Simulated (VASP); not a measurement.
# Te2Mo (P-6m2) in VASP: a series of runs

Te2Mo is run at these levels: PBEsol; tasks: single point, relaxation of cell and atoms.

Everything below comes from runs of VASP 6.6.1. Logs are shortened: lines on timing, memory, paths and dates and some standing lists are left out, and cuts for length are marked.

**1. The cell of the first run**

The structure is hexagonal, space group P-6m2 (No. 187). The conventional cell has a = 3.471 Å, b = 3.471 Å, c = 7.772 Å, α = 90.00°, β = 90.00°, γ = 120.00°. Within 3.7 Å of Te (site symmetry 3m) lie 3 Mo at 2.70 Å and 7 Te at 3.47 to 3.62 Å. Mo (site symmetry -6m2) has 6 Te at 2.70 Å and 6 Mo at 3.47 Å within 3.6 Å.

**2. Single point, PBEsol**

INCAR reads:

```
SYSTEM = Te2Mo
ALGO     = Normal         ! electronic algorithm
EDIFF    = 1E-6           ! SCF threshold, eV
ENCUT    = 520            ! plane-wave cutoff, eV
GGA      = PS             ! functional
ISIF     = 2              ! what is computed and relaxed
ISMEAR   = 0              ! smearing method
ISYM     = 0            
LASPH    = .True.         ! aspherical terms in the spheres
LCHARG   = .False.        ! write CHGCAR
LREAL    = .False.        ! projectors in reciprocal space
LWAVE    = .False.        ! write WAVECAR
NBANDS   = 20             ! bands
NELM     = 100            ! most SCF steps
PREC     = Accurate       ! precision mode
SIGMA    = 0.02           ! smearing width, eV
```

KPOINTS reads:

```
Automatic mesh
0
Gamma
  12 12 2
  0.5 0.5 0.5
```

POSCAR reads:

```
Te2Mo
1.0
    3.4705296201      0.0000000000      0.0000000000
   -1.7352648101      3.0055668155      0.0000000000
    0.0000000000      0.0000000000      7.7722135644
Te Mo
2 1
Direct
    0.3333333333      0.6666666667      0.7672089552
    0.3333333333      0.6666666667      0.2327910448
    0.0000000000      0.0000000000      0.0000000000
```

Potentials or basis: VASP PAW PBE potentials, release 64 (Te, Mo_sv).

On the command line:

```bash
cat potpaw_PBE.64/Te/POTCAR potpaw_PBE.64/Mo_sv/POTCAR > POTCAR
mpirun -np 1 vasp_std > vasp.out
```

OUTCAR:

```text
SYSTEM = Te2Mo
   EDIFF = 1E-6
   ENCUT = 520
   GGA = PS
   ISIF = 2
   ISMEAR = 0
   ISYM = 0
   LASPH = .True.
   LREAL = .False.
   NELM = 100
   PREC = Accurate

 ion  position               nearest neighbor table
   1  0.333  0.667  0.767-   3 2.70   3 2.70   3 2.70   2 3.62
   2  0.333  0.667  0.233-   3 2.70   3 2.70   3 2.70   1 3.62
   3  0.000  0.000  0.000-   1 2.70   2 2.70   1 2.70   2 2.70   1 2.70   2 2.70

IMPORTANT INFORMATION: All symmetrisations will be switched off!
NOSYMM: (Re-)initialisation of all symmetry stuff for point group C_1.

----------------------------------------------------------------------------------------

                                     Primitive cell

  volume of cell :      81.0712

  direct lattice vectors                    reciprocal lattice vectors
     3.470529620  0.000000000  0.000000000     0.288140460  0.166357972  0.000000000
    -1.735264810  3.005566815  0.000000000     0.000000000  0.332715944  0.000000000
     0.000000000  0.000000000  7.772213564     0.000000000  0.000000000  0.128663474

  length of vectors
     3.470529620  3.470529620  7.772213564     0.332715944  0.332715944  0.128663474

  position of ions in fractional coordinates (direct lattice)
     0.333333333  0.666666667  0.767208955
     0.333333333  0.666666667  0.232791045
     0.000000000  0.000000000  0.000000000

  ion indices of the primitive-cell ions
   primitive index   ion index
                 1           1
                 2           2
                 3           3

----------------------------------------------------------------------------------------

 KPOINTS: Automatic mesh

Automatic generation of k-mesh.
 Grid dimensions read from file:
 generate k-points for:   12   12    2

 Generating k-lattice:

  Cartesian coordinates                     Fractional coordinates (reciprocal lattice)
     0.024011705  0.013863164  0.000000000     0.083333333 -0.000000000  0.000000000
     0.000000000  0.027726329  0.000000000     0.000000000  0.083333333  0.000000000
     0.000000000  0.000000000  0.064331737     0.000000000  0.000000000  0.500000000

  Length of vectors
[... 47 lines left out ...]
   ISTART =      0    job   : 0-new  1-cont  2-samecut
   ICHARG =      2    charge: 1-file 2-atom 10-const
   ISPIN  =      1    spin polarized calculation?
   LNONCOLLINEAR =      F non collinear calculations
   LSORBIT =      F    spin-orbit coupling
   LASPH  =      T    aspherical Exc in radial PAW
   ENCUT  =  520.0 eV  38.22 Ry    6.18 a.u.   6.45  6.45 14.45*2*pi/ulx,y,z
   NELM   =    100;   NELMIN=  2; NELMDL= -5     # of ELM steps
   EDIFF  = 0.1E-05   stopping-criterion for ELM
   LREAL  =      F    real-space projection
   EDIFFG = 0.1E-04   stopping-criterion for IOM
   NSW    =      0    number of steps for IOM
   IBRION =     -1    ionic relax: 0-MD 1-quasi-New 2-CG
   NFREE  =      0    steps in history (QN), initial steepest desc. (CG)
   ISIF   =      2    stress and relaxation
   ISYM   =      0    0-nonsym 1-usesym 2-fastsym
   POTIM  = 0.5000    time-step for ionic-motion
   TEBEG  =    0.0;   TEEND  =   0.0 temperature during run
   PSTRESS=    0.0 pullay stress
   NELECT =      26.0000    total number of electrons
   NUPDOWN=      -1.0000    fix difference up-down
   EMIN   =  10.00;   EMAX   =-10.00  energy-range for DOS
   EFERMI =   0.00;   METHOD = LEGACY
   ISMEAR =     0;   SIGMA  =   0.02  broadening in eV -4-tet -1-fermi 0-gaus
   EFERMI_NEDOS =   21; number of points for ismear=-14 and -15
   IALGO  =     38    algorithm
   IMIX   =      4    mixing-type and parameters
     AMIX     =   0.40;   BMIX     =  1.00
     AMIX_MAG =   1.60;   BMIX_MAG =  1.00
  volume/ion in A,a.u.               =      27.02       182.37
  Fermi-wavevector in a.u.,A,eV,Ry     =   1.120582  2.117593 17.084892  1.255704
  Thomas-Fermi vector in A             =   2.257230
   LORBIT       =      0    0 simple, 1 ext, 2 COOP (PROOUT), +10 PAW based schemes
   GGA     = PS    functional components
   LHFCALC =     F    Hartree Fock is set to
   AEXX    =    0.0000 exact exchange contribution
   IVDW    =     0    specifies the selected vdW correction
   LEPSILON=     F    determine dielectric tensor
   LRPA    =     F    only Hartree local field effects (RPA)
 non-spin polarized calculation
 Gauss-broadening in eV      SIGMA  =   0.02
  energy-cutoff  :      520.00
  volume of cell :       81.07
 maximum number of plane-waves:      2201
 NGX is ok and might be reduce to    28
   NGX = 13   NGY = 13   NGZ = 29

 number of electron      26.0000000 magnetization

 Free energy of the ion-electron system (eV)
  ---------------------------------------------------
  ext. energy  EPLUGINS =         0.00000000
  ---------------------------------------------------
  free energy    TOTEN  =       -19.62493327 eV

  energy without entropy =      -19.62493327  energy(sigma->0) =      -19.62493327

 E-fermi :   7.0098     XC(G=0):  -9.9794

 val. band max:        6.8369538526   @ k =   0.3333   0.3750   0.2500
 cond. band min:       8.0733921083   @ k =   0.1667   0.2083  -0.2500
 fundamental gap:      1.2364382557
 Fermi energy:         7.0097725223

 k-point     1 :       0.0417    0.0417    0.2500
  band No.  band energies     occupation
      1     -53.6289      2.00000
      2     -27.8593      2.00000
      3     -27.6910      2.00000
      4     -27.6850      2.00000
      5      -5.8994      2.00000
      6      -4.9550      2.00000
[... 541 lines left out ...]
     19      14.2108      0.00000
     20      14.5502      0.00000

 [... further k-points ...]

------------------------ aborting loop because EDIFF is reached ----------------------------------------

  FORCE on cell =-STRESS in cart. coord.  units (eV):
  Direction    XX          YY          ZZ          XY          YZ          ZX
  --------------------------------------------------------------------------------------
  -------------------------------------------------------------------------------------
  Total        0.5783067      0.5783108      0.4286828      0.0000012     -0.0000008      0.0000020
  in kB       11.4288353     11.4289152      8.4718799      0.0000232     -0.0000149      0.0000391
  external PRESSURE =      10.4432101 kB  Pullay stress =       0.0000000 kB

 VOLUME and BASIS-vectors are now :
 -----------------------------------------------------------------------------
  energy-cutoff  :      520.00
  volume of cell :       81.07
      direct lattice vectors                 reciprocal lattice vectors
     3.470529620  0.000000000  0.000000000     0.288140460  0.166357972  0.000000000
    -1.735264810  3.005566815  0.000000000     0.000000000  0.332715944  0.000000000
     0.000000000  0.000000000  7.772213564     0.000000000  0.000000000  0.128663474

 POSITION                                       TOTAL-FORCE (eV/Angst)
 -----------------------------------------------------------------------------------
     -0.00000      2.00371      5.96291         0.000000     -0.000000     -0.042942
     -0.00000      2.00371      1.80930         0.000000     -0.000000      0.042943
      0.00000      0.00000      0.00000        -0.000000      0.000000     -0.000001
 -----------------------------------------------------------------------------------
    total drift:                               -0.000000     -0.000000     -0.000001

  FREE ENERGIE OF THE ION-ELECTRON SYSTEM (eV)
  ---------------------------------------------------
  free  energy   TOTEN  =       -19.6249332734 eV

  energy  without entropy=      -19.6249332734  energy(sigma->0) =      -19.62493327
```

OSZICAR:

```text
N       E                     dE             d eps       ncg     rms          rms(c)
DAV:   1     0.158863179456E+03    0.15886E+03   -0.12264E+04 18648   0.116E+03
DAV:   2    -0.135700374919E+02   -0.17243E+03   -0.16736E+03 21260   0.277E+02
DAV:   3    -0.202648289734E+02   -0.66948E+01   -0.66178E+01 21664   0.484E+01
DAV:   4    -0.203735014390E+02   -0.10867E+00   -0.10863E+00 23304   0.619E+00
DAV:   5    -0.203745076794E+02   -0.10062E-02   -0.10062E-02 21380   0.569E-01    0.169E+01
DAV:   6    -0.198818594702E+02    0.49265E+00   -0.38674E+00 18020   0.114E+01    0.641E+00
DAV:   7    -0.197774258934E+02    0.10443E+00   -0.28208E+00 18104   0.799E+00    0.425E+00
DAV:   8    -0.196253905976E+02    0.15204E+00   -0.69404E-01 19372   0.445E+00    0.137E+00
DAV:   9    -0.196259178231E+02   -0.52723E-03   -0.45484E-02 20360   0.112E+00    0.608E-01
DAV:  10    -0.196247860306E+02    0.11318E-02   -0.92125E-03 19540   0.643E-01    0.152E-01
DAV:  11    -0.196249386017E+02   -0.15257E-03   -0.41113E-04 19816   0.121E-01    0.588E-02
DAV:  12    -0.196249112256E+02    0.27376E-04   -0.66801E-05 19708   0.520E-02    0.328E-02
DAV:  13    -0.196249331740E+02   -0.21948E-04   -0.42338E-05 18116   0.330E-02    0.145E-02
DAV:  14    -0.196249332734E+02   -0.99416E-07   -0.10331E-06 16180   0.528E-03
   1 F= -.19624933E+02 E0= -.19624933E+02  d E =-.117282E-35
```

stdout:

```text
POSCAR found type information on POSCAR TeMo
 POSCAR found :  2 types and       3 ions
 scaLAPACK will be used
 -----------------------------------------------------------------------------
|                                                                             |
|                                                                             |
|     You enforced a specific xc type in the INCAR file but a different       |
|     I HOPE YOU KNOW WHAT YOU ARE DOING!                                     |
|                                                                             |
 -----------------------------------------------------------------------------

 LDA part: xc-table for (Slater+PW92), standard interpolation
 POSCAR, INCAR and KPOINTS ok, starting setup
 FFT: planning ... GRIDC
 FFT: planning ... GRID_SOFT
 FFT: planning ... GRID
 WAVECAR not read
 entering main loop
```

Wall time 19 min (1 thread of AMD EPYC 7R13, shared host); peak memory 0.73 GiB.

What came out:

```yaml
Free_energy: -19.6249 eV
Pressure: 1.0 GPa
Largest_force: 0.043 eV/Å
Band_gap_on_the_k_mesh: 1.24 eV (least direct gap 1.34 eV)
```

Forces in eV/Å, atoms in the order of the input:
```
Te   0.000  0.000 -0.043
Te   0.000  0.000  0.043
Mo   0.000  0.000  0.000
```

Levels at points of the mesh, in eV from the valence-band top:
```csv
k point,band 9,band 10,band 11,band 12,band 13,band 14,band 15,band 16,band 17,band 18
"(0.04, 0.04, 0.25)",-1.73,-1.50,-0.87,-0.79,-0.32,3.02,3.26,3.42,3.54,6.00
```

Caveat: the PAW data sets were made with another functional, which shifts forces and pressure a little; spin-orbit coupling is left out, which moves the levels of the heavy elements; a shifted mesh leaves out Γ, where band edges can lie; this functional lacks dispersion, which binds layers or chains, so the pressure and a relaxed spacing across them are unreliable.

[end of part 1 of 2]
